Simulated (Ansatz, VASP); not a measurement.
# One calculation of KF, two programs

```
CELL_PARAMETERS angstrom
0.00000 2.74128 2.74128
2.74128 0.00000 2.74128
2.74128 2.74128 0.00000
ATOMIC_POSITIONS crystal
K 0.00000 0.00000 0.00000
F 0.50000 0.50000 0.50000
```

Change from the starting cell: volume scaled by 1.08.

Alike in both runs: task relaxation of cell and atoms; functional BLYP; dispersion D3(BJ); k mesh 9 × 9 × 9; occupations gaussian, width 0.05 eV; collinear spin.

```csv
,VASP,Ansatz
version,VASP 6.6.1,Ansatz 0.2.0
potentials or method,"VASP PAW PBE potentials, release 64 (K_sv, F)",PseudoDojo standard (PBE files)
plane-wave cutoff (eV),600,1143
valence electrons in the cell,16,16
```

|  | VASP | Ansatz | Ansatz less VASP |
| --- | --- | --- | --- |
| net moment per atom (μB) | 0.00 | 0.00 | 0.000 |
| relaxed volume (Å³/atom) | 18.56 | 18.59 | +0.035 |
| relaxed cell length with the largest relative difference (Å) | 3.744 | 3.746 | +0.0023 |

VASP's potentials were made for PBE, not for BLYP.

Noted on Ansatz's run: the potentials were made for another functional, which shifts forces and pressure; odd divisions of the mesh miss points on the zone boundary, where band edges often lie, so the gap on the mesh can be too wide; the plane-wave basis is chosen anew once the cell has moved, so the energies of steps on either side of that aren't comparable.
